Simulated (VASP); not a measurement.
Crystal: TaN.

```xyz
4
Lattice="3.1299 0.0000 0.0000 -1.5649 2.7105 0.0000 0.0000 0.0000 5.0791" Properties=species:S:1:pos:R:3 pbc="T T T"
Ta    0.0000    0.0000    0.0000
Ta    0.0000    1.8070    2.5395
N     1.5649    0.9035    1.2698
N     1.5649    0.9035    3.8093
```

```yaml
Program: VASP 6.6.1
Task: relaxation of cell and atoms
Functional: PBE
Potentials_or_basis: VASP PAW PBE potentials, release 64 (Ta_pv, N)
Cutoff: 600 eV
k_mesh: 12 × 12 × 9
Occupations: gaussian, width 0.1 eV
Spin: no spin polarisation
```

At the start: pressure 1.4 GPa; volume 10.77 Å³/atom.

Q: How do energy, volume and symmetry change on relaxing?

A: Over 8 steps the energy falls by 227.3 meV/atom and the volume is 10.76 Å³/atom (-0.1 %); space group P6_3/mmc (No. 194, to 0.1 Å) before and after.

The path:
```csv
step,energy change (eV),largest force (eV/Å),pressure (GPa),volume (Å³)
1,0.0000,0.0000,1.39,43.09
2,-0.8869,0.0000,-0.96,43.20
3,-0.9081,0.0000,-1.57,43.24
4,-0.9077,0.0000,-1.64,43.24
5,-0.9036,0.0000,3.78,42.56
6,-0.9089,0.0000,0.06,43.02
7,-0.9091,0.0000,-0.01,43.04
8,-0.9091,0.0000,0.01,43.03
```

Final structure:
```
CELL_PARAMETERS angstrom
2.96868 0.00000 0.00000
-1.48434 2.57095 0.00000
0.00000 0.00000 5.63815
ATOMIC_POSITIONS crystal
Ta 0.00000 0.00000 0.00000
Ta 0.33333 0.66667 0.50000
N 0.66667 0.33333 0.25000
N 0.66667 0.33333 0.75000
```
